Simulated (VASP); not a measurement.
ZnS, 2 atoms in the cell. It takes space group I-4m2 (No. 119, tetragonal). The conventional cell has a = 3.672 Å, b = 3.672 Å, c = 4.977 Å, α = 90.00°, β = 90.00°, γ = 90.00°. Zn (site symmetry -4m2) has 4 S at 2.22 Å within 2.9 Å. S (site symmetry -4m2) has 4 Zn at 2.22 Å within 2.9 Å.  This cell differs from its parent crystal: strain -0.040 along x and y, -0.080 along z.

```yaml
Program: VASP 6.6.1
Task: single point
Functional: PBE
Potentials_or_basis: VASP PAW PBE potentials, release 64 (Zn, S)
Cutoff: 520 eV
k_mesh: 10 × 10 × 10
Occupations: gaussian, width 0.05 eV
Spin: no spin polarisation
Dipole_correction: no
Further_INCAR_settings: ALGO = Normal; EDIFF = 1e-07; NBANDS = 16
```

Potentials or basis: VASP PAW PBE potentials, release 64 (Zn, S).

Run with:

```console
$ cat potpaw_PBE.64/Zn/POTCAR potpaw_PBE.64/S/POTCAR > POTCAR
$ mpirun -np 1 vasp_std > vasp.out
```

Hardware: 1 thread of Intel Xeon 6975P-C (shared host).

Problem. Estimate the wall time of this run.

Solution. It took 60 s on 1 thread of Intel Xeon 6975P-C (shared host), peak memory 0.19 GiB. Counts: scf iterations 14, k points 102.
